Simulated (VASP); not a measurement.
# Br (Im-3m) in VASP: further runs

The runs below take Br through single point, relaxation of cell and atoms, with PBE.

Program: VASP 6.6.1. These are calculated values, not measurements. Logs are shortened: lines on timing, memory, paths and dates and some standing lists are left out, and cuts for length are marked.

### Step 1. The cell of the first run

The structure is cubic, space group Im-3m (No. 229). Conventional cell: a = 3.772 Å, b = 3.772 Å, c = 3.772 Å, α = 90.00°, β = 90.00°, γ = 90.00°. Within 4.3 Å of Br (site symmetry m-3m) lie 14 Br at 3.27 to 3.77 Å.

### Step 2. Single point, PBE

File INCAR:

```
PREC = Accurate
ENCUT = 520
EDIFF = 1E-6
ISMEAR = -1
SIGMA = 0.08
LREAL = F
LASPH = T
NELM = 100
ALGO = Normal
ISIF = 2
LWAVE = F
LCHARG = F
GGA = PE
NBANDS = 10
```

File KPOINTS:

```
Automatic mesh
0
Gamma
  16 16 16
```

File POSCAR:

```
Br
1.0
   -1.8859855710      1.8859855710      1.8859855710
    1.8859855710     -1.8859855710      1.8859855710
    1.8859855710      1.8859855710     -1.8859855710
Br
1
Direct
    0.0000000000      0.0000000000      0.0000000000
```

Potentials or basis: VASP PAW PBE potentials, release 64 (Br).

Run with:

```
$ cat potpaw_PBE.64/Br/POTCAR > POTCAR
$ mpirun -np 1 vasp_std > vasp.out
```

OUTCAR:

```text
PREC = Accurate
   ENCUT = 520
   EDIFF = 1E-6
   ISMEAR = -1
   LREAL = F
   LASPH = T
   NELM = 100
   ISIF = 2
   GGA = PE

 ion  position               nearest neighbor table
   1  0.000  0.000  0.000-

  LATTYP: Found a body centered cubic cell.
 ALAT       =     3.7719711420

  Lattice vectors:

 A1 = (  -1.8859855710,   1.8859855710,   1.8859855710)
 A2 = (   1.8859855710,  -1.8859855710,   1.8859855710)
 A3 = (   1.8859855710,   1.8859855710,  -1.8859855710)

Analysis of symmetry for initial positions (statically):
=====================================================================
 Subroutine PRICEL returns:
 Original cell was already a primitive cell.

 Routine SETGRP: Setting up the symmetry group for a
 body centered cubic supercell.

 Subroutine GETGRP returns: Found 48 space group operations
 (whereof 48 operations were pure point group operations)
 out of a pool of 48 trial point group operations.

The static configuration has the point symmetry O_h .

Analysis of symmetry for dynamics (positions and initial velocities):
=====================================================================
 Subroutine PRICEL returns:
 Original cell was already a primitive cell.

 Routine SETGRP: Setting up the symmetry group for a
 body centered cubic supercell.

 Subroutine GETGRP returns: Found 48 space group operations
 (whereof 48 operations were pure point group operations)
 out of a pool of 48 trial point group operations.

The dynamic configuration has the point symmetry O_h .

 Subroutine INISYM returns: Found 48 space group operations
 (whereof 48 operations are pure point group operations),
 and found     1 'primitive' translations

----------------------------------------------------------------------------------------

                                     Primitive cell

  volume of cell :      26.8334

  direct lattice vectors                    reciprocal lattice vectors
    -1.885985571  1.885985571  1.885985571     0.000000000  0.265113375  0.265113375
     1.885985571 -1.885985571  1.885985571     0.265113375  0.000000000  0.265113375
     1.885985571  1.885985571 -1.885985571     0.265113375  0.265113375  0.000000000

  length of vectors
     3.266622831  3.266622831  3.266622831     0.374926931  0.374926931  0.374926931

  position of ions in fractional coordinates (direct lattice)
     0.000000000  0.000000000  0.000000000

  ion indices of the primitive-cell ions
   primitive index   ion index
                 1           1

----------------------------------------------------------------------------------------

 KPOINTS: Automatic mesh

Automatic generation of k-mesh.
 Grid dimensions read from file:
 generate k-points for:   16   16   16

 Generating k-lattice:

  Cartesian coordinates                     Fractional coordinates (reciprocal lattice)
     0.000000000  0.016569586  0.016569586     0.062500000  0.000000000  0.000000000
     0.016569586  0.000000000  0.016569586     0.000000000  0.062500000  0.000000000
     0.016569586  0.016569586  0.000000000     0.000000000  0.000000000  0.062500000

  Length of vectors
     0.023432933  0.023432933  0.023432933

  Shift w.r.t. Gamma in fractional coordinates (k-lattice)
     0.000000000  0.000000000  0.000000000

 Subroutine IBZKPT returns following result:
 ===========================================

 Found    145 irreducible k-points:

 Following reciprocal coordinates:
            Coordinates               Weight
  0.000000  0.000000  0.000000      1.000000
  0.062500  0.000000  0.000000     12.000000
  0.125000  0.000000  0.000000     12.000000
  0.187500  0.000000  0.000000     12.000000
  0.250000  0.000000  0.000000     12.000000
  0.312500  0.000000  0.000000     12.000000
[... 16 lines left out ...]
  0.187500  0.187500  0.000000     24.000000
  0.250000  0.187500  0.000000     48.000000
 [... further k-points ...]
   k-points           NKPTS =    145   k-points in BZ     NKDIM =    145   number of bands    NBANDS=     10
   number of dos      NEDOS =    301   number of ions     NIONS =      1
   total plane-waves  NPLWV =  13824
   dimension x,y,z NGX =    24 NGY =   24 NGZ =   24
   dimension x,y,z NGXF=    48 NGYF=   48 NGZF=   48
   ions per type =               1
   NGX,Y,Z   is equivalent  to a cutoff of  12.21, 12.21, 12.21 a.u.
   NGXF,Y,Z  is equivalent  to a cutoff of  24.43, 24.43, 24.43 a.u.
 SYSTEM =  unknown system
   PREC   = accura    normal or accurate (medium, high low for compatibility)
   ISTART =      0    job   : 0-new  1-cont  2-samecut
   ICHARG =      2    charge: 1-file 2-atom 10-const
   ISPIN  =      1    spin polarized calculation?
   LNONCOLLINEAR =      F non collinear calculations
   LSORBIT =      F    spin-orbit coupling
   LASPH  =      T    aspherical Exc in radial PAW
   ENCUT  =  520.0 eV  38.22 Ry    6.18 a.u.   6.07  6.07  6.07*2*pi/ulx,y,z
   NELM   =    100;   NELMIN=  2; NELMDL= -5     # of ELM steps
   EDIFF  = 0.1E-05   stopping-criterion for ELM
   LREAL  =      F    real-space projection
   EDIFFG = 0.1E-04   stopping-criterion for IOM
   NSW    =      0    number of steps for IOM
   IBRION =     -1    ionic relax: 0-MD 1-quasi-New 2-CG
   NFREE  =      0    steps in history (QN), initial steepest desc. (CG)
   ISIF   =      2    stress and relaxation
   ISYM   =      2    0-nonsym 1-usesym 2-fastsym
   POTIM  = 0.5000    time-step for ionic-motion
   TEBEG  =    0.0;   TEEND  =   0.0 temperature during run
   PSTRESS=    0.0 pullay stress
   NELECT =       7.0000    total number of electrons
   NUPDOWN=      -1.0000    fix difference up-down
   EMIN   =  10.00;   EMAX   =-10.00  energy-range for DOS
   EFERMI =   0.00;   METHOD = LEGACY
   ISMEAR =    -1;   SIGMA  =   0.08  broadening in eV -4-tet -1-fermi 0-gaus
   EFERMI_NEDOS =   21; number of points for ismear=-14 and -15
   IALGO  =     38    algorithm
   IMIX   =      4    mixing-type and parameters
     AMIX     =   0.40;   BMIX     =  1.00
     AMIX_MAG =   1.60;   BMIX_MAG =  1.00
  volume/ion in A,a.u.               =      26.83       181.08
  Fermi-wavevector in a.u.,A,eV,Ry     =   1.046042  1.976733 14.887549  1.094204
  Thomas-Fermi vector in A             =   2.180863
   LORBIT       =      0    0 simple, 1 ext, 2 COOP (PROOUT), +10 PAW based schemes
   GGA     = PE    functional components
   LHFCALC =     F    Hartree Fock is set to
   AEXX    =    0.0000 exact exchange contribution
   IVDW    =     0    specifies the selected vdW correction
   LEPSILON=     F    determine dielectric tensor
   LRPA    =     F    only Hartree local field effects (RPA)
 non-spin polarized calculation
  energy-cutoff  :      520.00
  volume of cell :       26.83
 maximum number of plane-waves:       736
   NGX = 13   NGY = 13   NGZ = 13

 number of electron       6.9999998 magnetization

 Free energy of the ion-electron system (eV)
  ---------------------------------------------------
  ext. energy  EPLUGINS =         0.00000000
  ---------------------------------------------------
  free energy    TOTEN  =        -1.03158380 eV

  energy without entropy =       -0.99084227  energy(sigma->0) =       -1.01121304

 E-fermi :   1.4749     XC(G=0):  -9.2203

 val. band max:        1.4597568931   @ k =   0.2500   0.1250   0.0625
 cond. band min:       1.4789224761   @ k =   0.1875   0.0625   0.0000
 fundamental gap:      0.0191655829
 Fermi energy:         1.4749073991

 k-point     1 :       0.0000    0.0000    0.0000
  band No.  band energies     occupation
      1     -13.8043      2.00000
      2       2.1904      0.00026
      3       2.1904      0.00026
      4       2.1904      0.00026
      5       9.2498      0.00000
      6      14.1519      0.00000
      7      14.1519      0.00000
      8      14.1519      0.00000
      9      16.7784      0.00000
     10      16.7784      0.00000

 k-point     2 :       0.0625    0.0000    0.0000
  band No.  band energies     occupation
      1     -13.7614      2.00000
      2       1.9037      0.00935
      3       2.1197      0.00063
      4       2.1812      0.00029
      5       9.5279      0.00000
      6      13.9311      0.00000
      7      14.0418      0.00000
      8      14.3684      0.00000
      9      16.2839      0.00000
     10      16.6532      0.00000

 k-point     3 :       0.1250    0.0000    0.0000
  band No.  band energies     occupation
      1     -13.6362      2.00000
      2       1.1783      1.95211
      3       1.9270      0.00700
      4       2.1549      0.00041
      5      10.1551      0.00000
      6      13.4120      0.00000
      7      13.6588      0.00000
      8      14.9982      0.00000
      9      15.9365      0.00000
     10      16.4389      0.00000

 k-point     4 :       0.1875    0.0000    0.0000
  band No.  band energies     occupation
      1     -13.4390      2.00000
      2       0.2480      2.00000
      3       1.6591      0.18188
      4       2.1146      0.00067
      5      10.5867      0.00000
      6      12.8106      0.00000
      7      13.4418      0.00000
      8      15.9915      0.00000
      9      16.1827      0.00000
     10      16.3289      0.00000
[... 222 lines left out ...]
 k-point    22 :       0.4375    0.1250   -0.0000
  band No.  band energies     occupation
      1     -12.3605      2.00000
      2      -2.7616      2.00000
      3       0.2284      2.00000
      4       1.6301      0.25141
      5       9.7760      0.00000
      6      11.6303      0.00000
      7      16.1225      0.00000
      8      16.8189      0.00000
      9      19.8324      0.00000
     10      20.6677      0.00000

 k-point    23 :       0.1875    0.1875    0.0000
  band No.  band energies     occupation
      1     -12.8550      2.00000
      2      -1.4449      2.00000
      3       0.6802      1.99990
      4       1.6861      0.13328
      5      10.9841      0.00000
      6      12.0299      0.00000
      7      13.7751      0.00000
      8      15.8475      0.00000
      9      18.6617      0.00000
     10      19.5909      0.00000

 k-point    24 :       0.2500    0.1875    0.0000
  band No.  band energies     occupation
      1     -12.6215      2.00000
      2      -1.9348      2.00000
      3       0.2134      2.00000
      4       1.5917      0.37714
      5      10.7358      0.00000
      6      12.0229      0.00000
      7      14.3368      0.00000
      8      16.3434      0.00000
      9      19.0977      0.00000
     10      20.3963      0.00000

 [... further k-points ...]
[... 5 lines left out ...]
  --------------------------------------------------------------------------------------
  -------------------------------------------------------------------------------------
  Total        0.0019832      0.0019832      0.0019832     -0.0000000      0.0000000     -0.0000000
  in kB        0.1184145      0.1184145      0.1184145     -0.0000000      0.0000000     -0.0000000
  external PRESSURE =       0.1184145 kB  Pullay stress =       0.0000000 kB

 VOLUME and BASIS-vectors are now :
 -----------------------------------------------------------------------------
  energy-cutoff  :      520.00
  volume of cell :       26.83
      direct lattice vectors                 reciprocal lattice vectors
    -1.885985571  1.885985571  1.885985571     0.000000000  0.265113375  0.265113375
     1.885985571 -1.885985571  1.885985571     0.265113375  0.000000000  0.265113375
     1.885985571  1.885985571 -1.885985571     0.265113375  0.265113375  0.000000000

 POSITION                                       TOTAL-FORCE (eV/Angst)
 -----------------------------------------------------------------------------------
      0.00000      0.00000      0.00000        -0.000000      0.000000     -0.000000
 -----------------------------------------------------------------------------------
    total drift:                                0.000000     -0.000000     -0.000000

  FREE ENERGIE OF THE ION-ELECTRON SYSTEM (eV)
  ---------------------------------------------------
  free  energy   TOTEN  =        -1.0315838043 eV

  energy  without entropy=       -0.9908422697  energy(sigma->0) =       -1.01121304
```

Run time: 8.7 s. Hardware: 1 thread of Intel Xeon Platinum 8488C (Sapphire Rapids), shared host; peak memory 0.15 GiB.

Results:

```yaml
Free_energy: -1.0316 eV
Pressure: 0.0 GPa
```

Caveat: an odd number of electrons without spin polarisation forces a metal; a magnetic or distorted state may lie lower.

### Step 3. Relaxation of cell and atoms, PBE

This run uses another cell than the first one, of 27.00 Å³/atom, 1.006 times its volume.

File INCAR:

```
ALGO = Normal
EDIFF = 1E-7
EDIFFG = -0.005
ENCUT = 600
GGA = PE
IBRION = 2
ISIF = 3
ISMEAR = -1
LASPH = True
LCHARG = False
LREAL = False
LWAVE = False
NELM = 60
NSW = 60
PREC = Accurate
SIGMA = 0.08
```

File KPOINTS:

```
k-points
0
Gamma
  16 16 16
```

File POSCAR:

```
Br
1.0
   -1.8898815748      1.8898815748      1.8898815748
    1.8898815748     -1.8898815748      1.8898815748
    1.8898815748      1.8898815748     -1.8898815748
Br
1
Direct
    0.0000000000      0.0000000000      0.0000000000
```

Potentials or basis: VASP PAW PBE potentials, release 64 (Br).

Run with:

```
$ cat potpaw_PBE.64/Br/POTCAR > POTCAR
$ mpirun -np 1 vasp_std > vasp.out
```

OUTCAR:

```text
EDIFF = 1E-7
   EDIFFG = -0.005
   ENCUT = 600
   GGA = PE
   IBRION = 2
   ISIF = 3
   ISMEAR = -1
   LASPH = True
   LREAL = False
   NELM = 60
   NSW = 60
   PREC = Accurate

 ion  position               nearest neighbor table
   1  0.000  0.000  0.000-

  LATTYP: Found a body centered cubic cell.
 ALAT       =     3.7797631496

  Lattice vectors:

 A1 = (  -1.8898815748,   1.8898815748,   1.8898815748)
 A2 = (   1.8898815748,  -1.8898815748,   1.8898815748)
 A3 = (   1.8898815748,   1.8898815748,  -1.8898815748)

Analysis of symmetry for initial positions (statically):
=====================================================================
 Subroutine PRICEL returns:
 Original cell was already a primitive cell.
[... 244 lines left out ...]
  ---------------------------------------------------
  free energy    TOTEN  =        -1.03161311 eV

  energy without entropy =       -0.99086012  energy(sigma->0) =       -1.01123661

 E-fermi :   1.4730     XC(G=0):  -9.2193

 val. band max:        1.4578608074   @ k =   0.2500   0.1250   0.0625
 cond. band min:       1.4769510749   @ k =   0.1875   0.0625   0.0000
 fundamental gap:      0.0190902675
 Fermi energy:         1.4729545016

 k-point     1 :       0.0000    0.0000    0.0000
  band No.  band energies     occupation
      1     -13.8053      2.00000
      2       2.1882      0.00026
      3       2.1882      0.00026
      4       2.1882      0.00026
      5       9.2463      0.00000
      6      14.1488      0.00000
      7      14.1488      0.00000
[... 221 lines left out ...]
 k-point    24 :       0.2500    0.1875    0.0000
  band No.  band energies     occupation
      1     -12.6231      2.00000
      2      -1.9358      2.00000
      3       0.2119      2.00000
      4       1.5897      0.37725
      5      10.7334      0.00000
      6      12.0205      0.00000
      7      14.3333      0.00000

 [... further k-points ...]
[... 5 lines left out ...]
  --------------------------------------------------------------------------------------
  -------------------------------------------------------------------------------------
  Total       -0.0005223     -0.0005223     -0.0005223     -0.0000000      0.0000000      0.0000000
  in kB       -0.0311799     -0.0311799     -0.0311799     -0.0000000      0.0000000      0.0000000
  external PRESSURE =      -0.0311799 kB  Pullay stress =       0.0000000 kB
[... 16 lines left out ...]
  FREE ENERGIE OF THE ION-ELECTRON SYSTEM (eV)
  ---------------------------------------------------
  free  energy   TOTEN  =        -1.0316131097 eV

  energy  without entropy=       -0.9908601186  energy(sigma->0) =       -1.01123661

 reached required accuracy - stopping structural energy minimisation
```

OSZICAR:

```text
N       E                     dE             d eps       ncg     rms          rms(c)
DAV:   1     0.246629079913E+02    0.24663E+02   -0.32356E+03  2030   0.872E+02
DAV:   2    -0.287003392013E+00   -0.24950E+02   -0.24477E+02  2751   0.116E+02
[... 20 lines left out ...]
DAV:   1    -0.103172623811E+01   -0.12334E-03   -0.28655E-03  2072   0.387E-01    0.537E-02
DAV:   2    -0.103163661002E+01    0.89628E-04   -0.12352E-04  2247   0.781E-02    0.228E-02
DAV:   3    -0.103161283924E+01    0.23771E-04   -0.85442E-05  2107   0.600E-02    0.195E-02
DAV:   4    -0.103161334124E+01   -0.50200E-06   -0.73894E-07  2513   0.838E-03    0.413E-03
DAV:   5    -0.103161315726E+01    0.18398E-06   -0.16032E-07  1575   0.243E-03    0.943E-04
DAV:   6    -0.103161310967E+01    0.47592E-07   -0.29338E-09  1148   0.600E-04
   3 F= -.10316131E+01 E0= -.10112366E+01  d E =-.857542E-04
```

CONTCAR:

```text
Br
   1.00000000000000
    -1.8861208505140821    1.8861208505140821    1.8861208505140821
     1.8861208505140821   -1.8861208505140821    1.8861208505140821
     1.8861208505140821    1.8861208505140821   -1.8861208505140821
  Br
     1
Direct
     0.0000000000000000    0.0000000000000000    0.0000000000000000

  0.00000000E+00  0.00000000E+00  0.00000000E+00
```

It took 30 s on 1 thread of Intel Xeon Platinum 8488C (Sapphire Rapids), shared host; peak memory 0.18 GiB.

What came out:

```
Free energy                            : -1.0316 eV
Relaxed volume                         : 26.84 Å³/atom
Relaxed cell                           : a = 3.267 Å, b = 3.267 Å, c = 3.267 Å, α = 109.47°, β = 109.47°, γ = 109.47°
Space group after relaxing (to 0.05 Å) : Im-3m (No. 229)
Energy gained by relaxing              : 0.1 meV/atom
Ionic steps                            : 3
Pressure after relaxing                : 0.0 GPa
```

Final structure:
```yaml
crystal:
  lattice:
    - [-1.88612, 1.88612, 1.88612]
    - [1.88612, -1.88612, 1.88612]
    - [1.88612, 1.88612, -1.88612]
  atoms:
    - { symbol: Br, position: [0.00000, 0.00000, 0.00000] }
```

Caveat: an odd number of electrons without spin polarisation forces a metal; a magnetic or distorted state may lie lower.

[end of part 1 of 2]
